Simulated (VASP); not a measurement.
**SnSe: relaxation of cell and atoms with PBEsol**

Crystal: SnSe.

```xyz
2
Lattice="0.0000 3.0100 3.0100 3.0100 0.0000 3.0100 3.0100 3.0100 0.0000" Properties=species:S:1:pos:R:3 pbc="T T T"
Sn    0.0000    0.0000    0.0000
Se    3.0100    3.0100    3.0100
```

```yaml
Program: VASP 6.6.1
Task: relaxation of cell and atoms
Functional: PBEsol
Potentials_or_basis: VASP PAW PBE potentials, release 64 (Sn_d, Se)
Cutoff: 600 eV
k_mesh: 5 × 5 × 5
Occupations: fermi-dirac, width 0.01 eV
Spin: no spin polarisation
Target_pressure: 15 GPa
Dipole_correction: no
Further_INCAR_settings: ALGO = Normal; EDIFF = 1e-06; IBRION = 2; EDIFFG = -0.02; NSW = 80; ISIF = 3
```

```json
{"Relaxed volume": "21.80 Å³/atom", "Relaxed cell": "a = 3.951 Å, b = 3.951 Å, c = 3.951 Å, α = 60.00°, β = 60.00°, γ = 60.00°", "Space group after relaxing (to 0.05 Å)": "Fm-3m (No. 225)", "Energy change on relaxing (the enthalpy is what falls)": "+173.0 meV/atom", "Ionic steps": "7", "Pressure after relaxing": "15.0 GPa"}
```

Step by step:
| step | energy change (eV) | largest force (eV/Å) | pressure (GPa) | volume (Å³) |
| --- | --- | --- | --- | --- |
| 1 | 0.0000 | 0.0000 | -2.07 | 54.54 |
| 2 | 2.0939 | 0.0000 | 55.77 | 34.67 |
| 3 | 0.3128 | 0.0000 | 14.12 | 43.97 |
| 4 | 0.3368 | 0.0000 | 14.73 | 43.70 |
| 5 | 0.3556 | 0.0000 | 15.22 | 43.50 |
| 6 | 0.3396 | 0.0000 | 14.85 | 43.67 |
| 7 | 0.3461 | 0.0000 | 15.01 | 43.60 |

Final structure:
```cif
data_structure
_symmetry_space_group_name_H-M 'P 1'
_symmetry_Int_Tables_number 1
_cell_length_a 3.9507
_cell_length_b 3.9507
_cell_length_c 3.9507
_cell_angle_alpha 60.000
_cell_angle_beta 60.000
_cell_angle_gamma 60.000
_cell_volume 43.60
loop_
_atom_site_label
_atom_site_type_symbol
_atom_site_fract_x
_atom_site_fract_y
_atom_site_fract_z
_atom_site_occupancy
Sn1 Sn 0.00000 0.00000 0.00000 1
Se1 Se 0.50000 0.50000 0.50000 1
```

Levels at points of the mesh, in eV from the Fermi level:
```
           k point  band 7  band 8  band 9  band 10  band 11  band 12  band 13  band 14
(0.00, 0.00, 0.00)   -4.87   -3.53   -3.53    -3.53     4.51     4.51     4.51     4.87
```

Wall time 110 s on 1 thread of Intel Xeon 8259CL, with other jobs on the host, peak memory 0.21 GiB.

Caveat: this odd mesh misses L, where the gap lies, so gap, dielectric constants and Born charges aren't listed; the cell is relaxed towards a set pressure, so the enthalpy falls and the energy may rise; the volume moved by over 15 % at a fixed basis, so the end points are rough; the PAW data sets were made with another functional, which shifts forces and pressure a little; spin-orbit coupling is left out, which moves the levels of the heavy elements.
